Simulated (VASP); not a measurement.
## KCl: single point with PBEsol

KCl:

```
CELL_PARAMETERS angstrom
2.84968 2.84968 0.00000
-2.84968 2.84968 0.00000
0.00000 2.84968 2.84968
ATOMIC_POSITIONS crystal
K 0.00000 0.00000 0.00000
Cl 0.50000 0.50000 0.00000
```

* Program: VASP 6.6.1
* Task: single point
* Functional: PBEsol
* Potentials or basis: VASP PAW PBE potentials, release 64 (K_sv, Cl)
* Cutoff: 520 eV
* k mesh: 6 × 6 × 6
* Occupations: gaussian, width 0.01 eV
* Spin: no spin polarisation
* Dipole correction: no
* Further INCAR settings: ALGO = Normal; EDIFF = 1e-07; NBANDS = 15

```yaml
Pressure: 10.2 GPa
Band_gap_on_the_k_mesh: 5.86 eV, indirect (least direct gap 6.12 eV)
```

Levels at points of the mesh, in eV from the valence-band top:
| k point | band 4 | band 5 | band 6 | band 7 | band 8 | band 9 | band 10 | band 11 | band 12 | band 13 |
| --- | --- | --- | --- | --- | --- | --- | --- | --- | --- | --- |
| (0.00, 0.00, 0.00) | -10.01 | -10.01 | 0.00 | 0.00 | 0.00 | 6.17 | 8.21 | 8.21 | 8.21 | 9.30 |
| (0.50, 0.00, 0.00) | -10.02 | -9.47 | -1.75 | -0.69 | -0.69 | 8.20 | 9.54 | 11.34 | 11.34 | 12.30 |
| (0.50, 0.50, 0.00) | -10.18 | -10.18 | -0.81 | -0.26 | -0.26 | 5.86 | 9.65 | 10.60 | 11.75 | 11.78 |

It took 29 s on 1 thread of AMD EPYC 7R13, with other jobs on the host, peak memory 0.14 GiB.

Caveat: the PAW data sets were made with another functional, which shifts forces and pressure a little. A k mesh can miss the band edges.
